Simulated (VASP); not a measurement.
# Pt2C (I4/mmm) in VASP: notebook

Pt2C is run at these levels: PBE; tasks: single point.

All numbers are computed with VASP 6.6.1; they aren't measurements. Logs are shortened: lines on timing, memory, paths and dates and some standing lists are left out, and cuts for length are marked.

## Step 1: The cell of the first run

Symmetry: I4/mmm, No. 139, tetragonal system. The conventional cell has a = 3.103 Å, b = 3.103 Å, c = 7.612 Å, α = 90.00°, β = 90.00°, γ = 90.00°. Within 3.3 Å of Pt (site symmetry 4mm) lie 9 Pt at 2.51 to 3.10 Å and 5 C at 2.53 to 2.55 Å. Within 3.3 Å of C (site symmetry 4/mmm) lie 10 Pt at 2.53 to 2.55 Å and 4 C at 3.10 Å.

## Step 2: Single point, PBE

File INCAR:

```
SYSTEM = Pt2C
PREC     = Accurate       ! precision mode
ENCUT    = 520            ! plane-wave cutoff, eV
EDIFF    = 1E-6           ! SCF threshold, eV
ISMEAR   = 0              ! smearing method
SIGMA    = 0.1            ! smearing width, eV
LREAL    = .FALSE.        ! projectors in reciprocal space
LASPH    = .TRUE.         ! aspherical terms in the spheres
NELM     = 100            ! most SCF steps
ALGO     = Normal         ! electronic algorithm
ISIF     = 2              ! what is computed and relaxed
LWAVE    = .FALSE.        ! write WAVECAR
LCHARG   = .TRUE.         ! write CHGCAR
GGA      = PE             ! functional
LELF     = .TRUE.         ! ELF
LVHAR    = .TRUE.       
NBANDS   = 19             ! bands
```

File KPOINTS:

```
regular mesh
0
G
  8 8 8
  0 0 0
```

File POSCAR:

```
Pt2C
1.0
   -1.5514155694      1.5514155694      3.8058163187
    1.5514155694     -1.5514155694      3.8058163187
    1.5514155694      1.5514155694     -3.8058163187
Pt C
2 1
Direct
    0.6650000000      0.6650000000      0.0000000000
    0.3350000000      0.3350000000      0.0000000000
    0.0000000000      0.0000000000      0.0000000000
```

Potentials or basis: VASP PAW PBE potentials, release 64 (Pt, C).

The run is started by

```bash
cat potpaw_PBE.64/Pt/POTCAR potpaw_PBE.64/C/POTCAR > POTCAR
mpirun -np 1 vasp_std > vasp.out
```

OUTCAR:

```text
SYSTEM = Pt2C
   PREC = Accurate
   ENCUT = 520
   EDIFF = 1E-6
   ISMEAR = 0
   LREAL = .FALSE.
   LASPH = .TRUE.
   NELM = 100
   ISIF = 2
   GGA = PE

 ion  position               nearest neighbor table
   1  0.665  0.665  0.000-   2 2.51   3 2.53   3 2.53   3 2.53   3 2.53   2 2.55   2 2.55   2 2.55
                             2 2.55   3 2.55
   2  0.335  0.335  0.000-   1 2.51   3 2.53   3 2.53   3 2.53   3 2.53   1 2.55   1 2.55   1 2.55
                             1 2.55   3 2.55
   3  0.000  0.000  0.000-   1 2.53   1 2.53   1 2.53   2 2.53   1 2.53   2 2.53   2 2.53   2 2.53
                             1 2.55   2 2.55

  LATTYP: Found a body centered tetragonal cell.
 ALAT       =     3.1028311388
 C/A-ratio  =     2.4531250000

  Lattice vectors:

 A1 = (  -1.5514155694,   1.5514155694,   3.8058163187)
 A2 = (   1.5514155694,  -1.5514155694,   3.8058163187)
 A3 = (   1.5514155694,   1.5514155694,  -3.8058163187)

Analysis of symmetry for initial positions (statically):
=====================================================================
 Subroutine PRICEL returns:
 Original cell was already a primitive cell.

 Routine SETGRP: Setting up the symmetry group for a
 body centered tetragonal supercell.

 Subroutine GETGRP returns: Found 16 space group operations
 (whereof 16 operations were pure point group operations)
 out of a pool of 16 trial point group operations.

The static configuration has the point symmetry D_4h.

Analysis of symmetry for dynamics (positions and initial velocities):
=====================================================================
 Subroutine PRICEL returns:
 Original cell was already a primitive cell.

 Routine SETGRP: Setting up the symmetry group for a
 body centered tetragonal supercell.

 Subroutine GETGRP returns: Found 16 space group operations
 (whereof 16 operations were pure point group operations)
 out of a pool of 16 trial point group operations.

The dynamic configuration has the point symmetry D_4h.

 Subroutine INISYM returns: Found 16 space group operations
 (whereof 16 operations are pure point group operations),
 and found     1 'primitive' translations

----------------------------------------------------------------------------------------

                                     Primitive cell

  volume of cell :      36.6407

  direct lattice vectors                    reciprocal lattice vectors
    -1.551415569  1.551415569  3.805816319     0.000000000  0.322286311  0.131377859
     1.551415569 -1.551415569  3.805816319     0.322286311  0.000000000  0.131377859
     1.551415569  1.551415569 -3.805816319     0.322286311  0.322286311  0.000000000

  length of vectors
     4.392950989  4.392950989  4.392950989     0.348035354  0.348035354  0.455781671

  position of ions in fractional coordinates (direct lattice)
     0.665000000  0.665000000  0.000000000
     0.335000000  0.335000000  0.000000000
     0.000000000  0.000000000  0.000000000

  ion indices of the primitive-cell ions
   primitive index   ion index
                 1           1
                 2           2
                 3           3

----------------------------------------------------------------------------------------

 KPOINTS: regular mesh

Automatic generation of k-mesh.
 Grid dimensions read from file:
 generate k-points for:    8    8    8

 Generating k-lattice:

  Cartesian coordinates                     Fractional coordinates (reciprocal lattice)
     0.000000000  0.040285789  0.016422232     0.125000000  0.000000000 -0.000000000
     0.040285789  0.000000000  0.016422232     0.000000000  0.125000000 -0.000000000
     0.040285789  0.040285789  0.000000000     0.000000000  0.000000000  0.125000000

  Length of vectors
     0.043504419  0.043504419  0.056972709

  Shift w.r.t. Gamma in fractional coordinates (k-lattice)
     0.000000000  0.000000000  0.000000000

 Subroutine IBZKPT returns following result:
 ===========================================

 Found     59 irreducible k-points:

 Following reciprocal coordinates:
            Coordinates               Weight
  0.000000  0.000000  0.000000      1.000000
  0.125000  0.000000  0.000000      8.000000
  0.250000  0.000000  0.000000      8.000000
  0.375000  0.000000  0.000000      8.000000
  0.500000  0.000000  0.000000      4.000000
  0.125000  0.125000  0.000000      8.000000
[... 16 lines left out ...]
  0.250000  0.125000  0.125000     16.000000
  0.375000  0.125000  0.125000      8.000000
 [... further k-points ...]
   k-points           NKPTS =     59   k-points in BZ     NKDIM =     59   number of bands    NBANDS=     19
   number of dos      NEDOS =    301   number of ions     NIONS =      3
   total plane-waves  NPLWV =  46656
   dimension x,y,z NGX =    36 NGY =   36 NGZ =   36
   dimension x,y,z NGXF=    72 NGYF=   72 NGZF=   72
   ions per type =               2   1
   NGX,Y,Z   is equivalent  to a cutoff of  13.62, 13.62, 13.62 a.u.
   NGXF,Y,Z  is equivalent  to a cutoff of  27.25, 27.25, 27.25 a.u.
 SYSTEM =  Pt2C
   PREC   = accura    normal or accurate (medium, high low for compatibility)
   ISTART =      0    job   : 0-new  1-cont  2-samecut
   ICHARG =      2    charge: 1-file 2-atom 10-const
   ISPIN  =      1    spin polarized calculation?
   LNONCOLLINEAR =      F non collinear calculations
   LSORBIT =      F    spin-orbit coupling
   LASPH  =      T    aspherical Exc in radial PAW
   ENCUT  =  520.0 eV  38.22 Ry    6.18 a.u.   8.17  8.17  8.17*2*pi/ulx,y,z
   NELM   =    100;   NELMIN=  2; NELMDL= -5     # of ELM steps
   EDIFF  = 0.1E-05   stopping-criterion for ELM
   LREAL  =      F    real-space projection
   EDIFFG = 0.1E-04   stopping-criterion for IOM
   NSW    =      0    number of steps for IOM
   IBRION =     -1    ionic relax: 0-MD 1-quasi-New 2-CG
   NFREE  =      0    steps in history (QN), initial steepest desc. (CG)
   ISIF   =      2    stress and relaxation
   ISYM   =      2    0-nonsym 1-usesym 2-fastsym
   POTIM  = 0.5000    time-step for ionic-motion
   TEBEG  =    0.0;   TEEND  =   0.0 temperature during run
   PSTRESS=    0.0 pullay stress
   NELECT =      24.0000    total number of electrons
   NUPDOWN=      -1.0000    fix difference up-down
   EMIN   =  10.00;   EMAX   =-10.00  energy-range for DOS
   EFERMI =   0.00;   METHOD = LEGACY
   ISMEAR =     0;   SIGMA  =   0.10  broadening in eV -4-tet -1-fermi 0-gaus
   EFERMI_NEDOS =   21; number of points for ismear=-14 and -15
   IALGO  =     38    algorithm
   IMIX   =      4    mixing-type and parameters
     AMIX     =   0.40;   BMIX     =  1.00
     AMIX_MAG =   1.60;   BMIX_MAG =  1.00
  volume/ion in A,a.u.               =      12.21        82.42
  Fermi-wavevector in a.u.,A,eV,Ry     =   1.421752  2.686722 27.502531  2.021379
  Thomas-Fermi vector in A             =   2.542529
   LORBIT       =      0    0 simple, 1 ext, 2 COOP (PROOUT), +10 PAW based schemes
   GGA     = PE    functional components
   LHFCALC =     F    Hartree Fock is set to
   AEXX    =    0.0000 exact exchange contribution
   IVDW    =     0    specifies the selected vdW correction
   LEPSILON=     F    determine dielectric tensor
   LRPA    =     F    only Hartree local field effects (RPA)
 non-spin polarized calculation
 Gauss-broadening in eV      SIGMA  =   0.10
  energy-cutoff  :      520.00
  volume of cell :       36.64
 maximum number of plane-waves:      1015
 NGX is ok and might be reduce to    36
   NGX = 17   NGY = 17   NGZ = 17

 number of electron      24.0000001 magnetization

 Free energy of the ion-electron system (eV)
  ---------------------------------------------------
  ext. energy  EPLUGINS =         0.00000000
  ---------------------------------------------------
  free energy    TOTEN  =       -15.85190908 eV

  energy without entropy =      -15.82957379  energy(sigma->0) =      -15.84074143

 E-fermi :  11.0144     XC(G=0): -13.4125

 val. band max:       11.0137842469   @ k =  -0.2500   0.1250   0.0000
 cond. band min:      11.0216540724   @ k =  -0.3750   0.3750   0.0000
 fundamental gap:      0.0078698256
 Fermi energy:        11.0144007619

 k-point     1 :       0.0000    0.0000    0.0000
  band No.  band energies     occupation
      1      -2.4528      2.00000
      2       4.0489      2.00000
      3       4.5796      2.00000
      4       6.3055      2.00000
      5       6.7685      2.00000
      6       6.7685      2.00000
[... 11 lines left out ...]
     18      22.2675      0.00000
     19      22.2675      0.00000

 k-point     2 :       0.1250    0.0000    0.0000
  band No.  band energies     occupation
      1      -2.1740      2.00000
      2       4.0392      2.00000
      3       4.7168      2.00000
      4       5.3931      2.00000
      5       5.8947      2.00000
      6       6.9345      2.00000
[... 11 lines left out ...]
     18      22.9114      0.00000
     19      23.5473      0.00000

 k-point     3 :       0.2500    0.0000    0.0000
  band No.  band energies     occupation
      1      -1.4208      2.00000
      2       3.6291      2.00000
      3       4.5032      2.00000
      4       5.3088      2.00000
      5       5.3815      2.00000
      6       6.8924      2.00000
[... 11 lines left out ...]
     18      23.1923      0.00000
     19      24.0200      0.00000

 k-point     4 :       0.3750    0.0000    0.0000
  band No.  band energies     occupation
      1      -0.5045      2.00000
      2       3.0473      2.00000
      3       4.4272      2.00000
      4       5.2842      2.00000
      5       5.3178      2.00000
      6       6.1956      2.00000
[... 407 lines left out ...]
     18      21.4492      0.00000
     19      24.2214      0.00000

 k-point    23 :       0.2500    0.1250    0.1250
  band No.  band energies     occupation
      1      -0.1919      2.00000
      2       3.7932      2.00000
      3       4.8718      2.00000
      4       5.0409      2.00000
      5       5.4252      2.00000
      6       5.8952      2.00000
[... 11 lines left out ...]
     18      21.9237      0.00000
     19      23.8591      0.00000

 k-point    24 :       0.3750    0.1250    0.1250
  band No.  band energies     occupation
      1       0.1442      2.00000
      2       3.4077      2.00000
      3       4.6480      2.00000
      4       4.9715      2.00000
      5       5.6952      2.00000
      6       5.9646      2.00000
[... 11 lines left out ...]
     18      21.6770      0.00000
     19      23.7578      0.00000

 [... further k-points ...]

------------------------ aborting loop because EDIFF is reached ----------------------------------------

  FORCE on cell =-STRESS in cart. coord.  units (eV):
  Direction    XX          YY          ZZ          XY          YZ          ZX
  --------------------------------------------------------------------------------------
  -------------------------------------------------------------------------------------
  Total        5.2525265      5.2525265      8.6157016      0.0000000      0.0000000     -0.0000000
  in kB      229.6755313    229.6755313    376.7360034      0.0000000      0.0000000     -0.0000000
  external PRESSURE =     278.6956887 kB  Pullay stress =       0.0000000 kB

 VOLUME and BASIS-vectors are now :
 -----------------------------------------------------------------------------
  energy-cutoff  :      520.00
  volume of cell :       36.64
      direct lattice vectors                 reciprocal lattice vectors
    -1.551415569  1.551415569  3.805816319     0.000000000  0.322286311  0.131377859
     1.551415569 -1.551415569  3.805816319     0.322286311  0.000000000  0.131377859
     1.551415569  1.551415569 -3.805816319     0.322286311  0.322286311  0.000000000

 POSITION                                       TOTAL-FORCE (eV/Angst)
 -----------------------------------------------------------------------------------
      0.00000      0.00000      5.06174         0.000000      0.000000     -1.469457
      0.00000      0.00000      2.54990        -0.000000     -0.000000      1.469457
      0.00000      0.00000      0.00000         0.000000      0.000000      0.000000
 -----------------------------------------------------------------------------------
    total drift:                               -0.000000     -0.000000      0.000000

  FREE ENERGIE OF THE ION-ELECTRON SYSTEM (eV)
  ---------------------------------------------------
  free  energy   TOTEN  =       -15.8519090790 eV

  energy  without entropy=      -15.8295737865  energy(sigma->0) =      -15.84074143
```

It took 26 s on 1 thread of Intel Xeon 6975P-C (Granite Rapids), shared host; peak memory 0.22 GiB.

What came out:

| Property | Result |
| --- | --- |
| Free energy | -15.8519 eV |
| Pressure | 27.9 GPa |
| Largest force | 1.469 eV/Å |
| Band gap on the k mesh | zero (band 12 reaches 11.32 eV, above the bottom of band 13 at 10.42 eV) |

Forces in eV/Å, atoms in the order of the input:
```
Pt   0.000  0.000 -1.469
Pt   0.000  0.000  1.469
C    0.000  0.000  0.000
```

Caveat: spin-orbit coupling is left out, which moves the levels of the heavy elements; forces of over 1 eV/Å act on the atoms, so gaps and moduli don't describe the material at rest.

## Step 3: Single point, PBE

This run uses another cell than the first one, of 12.60 Å³/atom, 1.031 times its volume.

File INCAR:

```
SYSTEM = Pt2C
PREC = Accurate
ENCUT = 520
EDIFF = 1E-6
ISMEAR = 0
SIGMA = 0.1
LREAL = .False.
LASPH = .True.
NELM = 100
ALGO = Normal
ISIF = 2
LWAVE = .False.
LCHARG = .True.
GGA = PE
LELF = .True.
LVHAR = .True.
NBANDS = 19
```

File KPOINTS:

```
regular mesh
0
Gamma
  8 8 8
  0 0 0
```

File POSCAR:

```
Pt2C
1.0
   -1.3798168151      1.3798168151      4.9622078760
    1.3798168151     -1.3798168151      4.9622078760
    1.3798168151      1.3798168151     -4.9622078760
Pt C
2 1
Direct
    0.6386140834      0.6386140834      0.0000000000
    0.3613859166      0.3613859166      0.0000000000
    0.0000000000      0.0000000000      0.0000000000
```

Potentials or basis: VASP PAW PBE potentials, release 64 (Pt, C).

The run is started by

```bash
cat potpaw_PBE.64/Pt/POTCAR potpaw_PBE.64/C/POTCAR > POTCAR
mpirun -np 1 vasp_std > vasp.out
```

Wall time 33 s (1 thread of Intel Xeon 6975P-C (Granite Rapids), shared host); peak memory 0.25 GiB.

Results (log left out):

- Free energy: -17.8178 eV
- Pressure: -0.2 GPa
- Largest force: 0.008 eV/Å
- Band gap on the k mesh: zero (band 12 reaches 11.23 eV, above the bottom of band 13 at 10.13 eV)

Forces in eV/Å, atoms in the order of the input:
```
Pt   0.000  0.000  0.008
Pt   0.000  0.000 -0.008
C    0.000  0.000  0.000
```

Levels at points of the mesh, in eV from the Fermi level:
| k point | band 10 | band 11 | band 12 | band 13 | band 14 | band 15 |
| --- | --- | --- | --- | --- | --- | --- |
| (0.00, 0.00, 0.00) | -2.55 | -1.49 | -0.98 | -0.62 | 2.69 | 2.69 |
| (0.50, 0.00, 0.00) | -2.13 | -1.47 | -0.29 | 0.12 | 2.73 | 3.42 |
| (0.50, 0.50, 0.00) | -1.04 | 0.13 | 0.19 | 1.78 | 2.87 | 4.29 |
| (0.50, 0.50, 0.50) | -1.11 | -1.01 | -1.01 | 0.97 | 1.62 | 1.62 |

Caveat: the k points lie up to 0.40 Å⁻¹ apart; spin-orbit coupling is left out, which moves the levels of the heavy elements.
